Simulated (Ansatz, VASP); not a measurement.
**One calculation of MgO, two programs**

```
Mg O
1.0
     0.01054    2.10850    2.10850
     2.10850    0.01054    2.10850
     2.11904    2.11904    0.00000
Mg O
1 1
Cartesian
  0.0000 0.0000 0.0000
  2.1190 2.1190 2.1085
```

Alike in both runs: task single point; functional PBE; k mesh 8 × 8 × 8; occupations fermi-dirac, width 0.02 eV; no spin polarisation.

|  | VASP | Ansatz |
| --- | --- | --- |
| version | VASP 6.6.1 | Ansatz 0.2.0 |
| potentials or method | VASP PAW PBE potentials, release 64 (Mg, O), cutoff 600 eV | plane waves, PAW |
| valence electrons in the cell | 8 | 16 |

```csv
,VASP,Ansatz,Ansatz less VASP
pressure (GPa),3.1,4.1,+1.02
"traceless stress, the component that is largest in VASP (GPa)",-1.47,-1.46,+0.011
```

VASP's potentials hold 8 valence electrons a cell and Ansatz's 16, so a difference there can come from the potentials and not from the codes.
